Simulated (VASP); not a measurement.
# TaN (I4/mmm) in VASP: notebook, part 2 of 2

VASP 6.6.1. The steps go on from the part before.

### Step 6. Single point, PBE (strain -0.050 along x and y, +0.000 along z)

File INCAR:

```
PREC     = Accurate       # precision mode
ENCUT    = 520            # plane-wave cutoff, eV
EDIFF    = 1E-7           # SCF threshold, eV
ISMEAR   = 0              # smearing method
SIGMA    = 0.15           # smearing width, eV
LREAL    = F              # projectors in reciprocal space
LASPH    = T              # aspherical terms in the spheres
NELM     = 80             # most SCF steps
ALGO     = Normal         # electronic algorithm
ISIF     = 2              # what is computed and relaxed
LWAVE    = F              # write WAVECAR
LCHARG   = F              # write CHGCAR
GGA      = PE             # functional
NBANDS   = 15             # bands
```

File KPOINTS:

```
regular mesh
0
Gamma
  18 18 18
```

File POSCAR:

```
TaN
1.0
    0.0000000000      2.0700500000      2.1790000000
    2.0700500000      0.0000000000      2.1790000000
    2.0700500000      2.0700500000      0.0000000000
Ta N
1 1
Direct
    0.5000000000      0.5000000000      0.5000000000
    0.0000000000      0.0000000000      0.0000000000
```

Potentials or basis: VASP PAW PBE potentials, release 64 (Ta_pv, N).

Command:

```
$ cat potpaw_PBE.64/Ta_pv/POTCAR potpaw_PBE.64/N/POTCAR > POTCAR
$ mpirun -np 1 vasp_std > vasp.out
```

OUTCAR:

```text
PREC = Accurate
   ENCUT = 520
   EDIFF = 1E-7
   ISMEAR = 0
   LREAL = F
   LASPH = T
   NELM = 80
   ISIF = 2
   GGA = PE

 ion  position               nearest neighbor table
   1  0.500  0.500  0.500-   2 2.07   2 2.07   2 2.07   2 2.07   2 2.18   2 2.18
   2  0.000  0.000  0.000-   1 2.07   1 2.07   1 2.07   1 2.07   1 2.18   1 2.18

  LATTYP: Found a body centered tetragonal cell.
 ALAT       =     2.9274927848
 C/A-ratio  =     1.4886458551

  Lattice vectors:

 A1 = (  -2.0700500000,   0.0000000000,   2.1790000000)
 A2 = (   2.0700500000,   0.0000000000,   2.1790000000)
 A3 = (   0.0000000000,   2.0700500000,  -2.1790000000)

Analysis of symmetry for initial positions (statically):
=====================================================================
 Subroutine PRICEL returns:
 Original cell was already a primitive cell.

 Routine SETGRP: Setting up the symmetry group for a
 body centered tetragonal supercell.

 Subroutine GETGRP returns: Found 16 space group operations
 (whereof 16 operations were pure point group operations)
 out of a pool of 16 trial point group operations.

[... 176 lines left out ...]
      6       6.9889      2.00000
      7       6.9889      2.00000
      8       8.1129      2.00000
      9       8.8450      2.00000
     10       8.8450      2.00000
     11      10.4038      2.00000
     12      11.5964      0.00000
     13      14.2225      0.00000
     14      20.5600      0.00000
[... 401 lines left out ...]
      2     -24.5527      2.00000
      3     -24.4328      2.00000
      4      -7.1572      2.00000
      5       2.7288      2.00000
      6       3.8510      2.00000
      7       4.1208      2.00000
      8      10.1056      2.00000
      9      10.3120      2.00000
     10      11.1781      0.35198
     11      13.4604      0.00000
     12      16.9186      0.00000
     13      17.5000      0.00000
     14      23.7709      0.00000
     15      24.5286      0.00000

 [... further k-points ...]

------------------------ aborting loop because EDIFF is reached ----------------------------------------

  FORCE on cell =-STRESS in cart. coord.  units (eV):
  Direction    XX          YY          ZZ          XY          YZ          ZX
  --------------------------------------------------------------------------------------
  -------------------------------------------------------------------------------------
  Total       10.0515051     10.0515051      4.1609810      0.0000000      0.0000000     -0.0000000
  in kB      862.3682937    862.3682937    356.9911203      0.0000000      0.0000000     -0.0000000
  external PRESSURE =     693.9092359 kB  Pullay stress =       0.0000000 kB

 VOLUME and BASIS-vectors are now :
 -----------------------------------------------------------------------------
  energy-cutoff  :      520.00
  volume of cell :       18.67
      direct lattice vectors                 reciprocal lattice vectors
     0.000000000  2.070050000  2.179000000    -0.241540059  0.241540059  0.229463056
     2.070050000  0.000000000  2.179000000     0.241540059 -0.241540059  0.229463056
     2.070050000  2.070050000  0.000000000     0.241540059  0.241540059 -0.229463056

 POSITION                                       TOTAL-FORCE (eV/Angst)
 -----------------------------------------------------------------------------------
      2.07005      2.07005      2.17900         0.000000     -0.000000      0.000000
      0.00000      0.00000      0.00000        -0.000000      0.000000      0.000000
 -----------------------------------------------------------------------------------
    total drift:                                0.000000     -0.000000     -0.000000

  FREE ENERGIE OF THE ION-ELECTRON SYSTEM (eV)
  ---------------------------------------------------
  free  energy   TOTEN  =       -21.1934373253 eV

  energy  without entropy=      -21.1852338785  energy(sigma->0) =      -21.18933560
```

stdout:

```text
POSCAR found type information on POSCAR TaN
 POSCAR found :  2 types and       2 ions
 scaLAPACK will be used
 LDA part: xc-table for (Slater+PW92), standard interpolation
 POSCAR, INCAR and KPOINTS ok, starting setup
 FFT: planning ... GRIDC
 FFT: planning ... GRID_SOFT
 FFT: planning ... GRID
 WAVECAR not read
 entering main loop
```

It took 40 s on 1 thread of Intel Xeon 6975P-C (Granite Rapids), shared host; peak memory 0.26 GiB.

What came out:

```
Free energy            : -21.1934 eV
Pressure               : 69.4 GPa
Band gap on the k mesh : zero (band 8 reaches 13.24 eV, above the bottom of band 9 at 8.70 eV)
```

Caveat: the cell differs from its parent crystal (strain -0.050 along x and y, +0.000 along z); spin-orbit coupling is left out, which moves the levels of the heavy elements.

### Step 7. Summary

```tsv
cell	gap on the mesh (eV)	pressure (GPa)
a = 3.120, b = 3.120, c = 3.082 Å, angles 60.4, 60.4, 59.2°, 2 atoms	none	6.7
a = 3.197, b = 3.197, c = 3.159 Å, angles 60.4, 60.4, 59.2°, 2 atoms	none	-15.7
a = 2.966, b = 2.966, c = 2.927 Å, angles 60.4, 60.4, 59.1°, 2 atoms	none	83.1
a = 3.006, b = 3.006, c = 2.927 Å, angles 60.9, 60.9, 58.3°, 2 atoms	none	69.4
```

Alike in all rows: task single point; level PBE; potentials or basis VASP PAW PBE potentials, release 64 (Ta_pv, N); no spin polarisation; k mesh 18 × 18 × 18; cutoff (eV) 520; smearing gaussian 0.15 eV.

Caveats: spin-orbit coupling is left out, which moves the levels of the heavy elements.

Absolute energies hang on the potentials; compare differences alone.
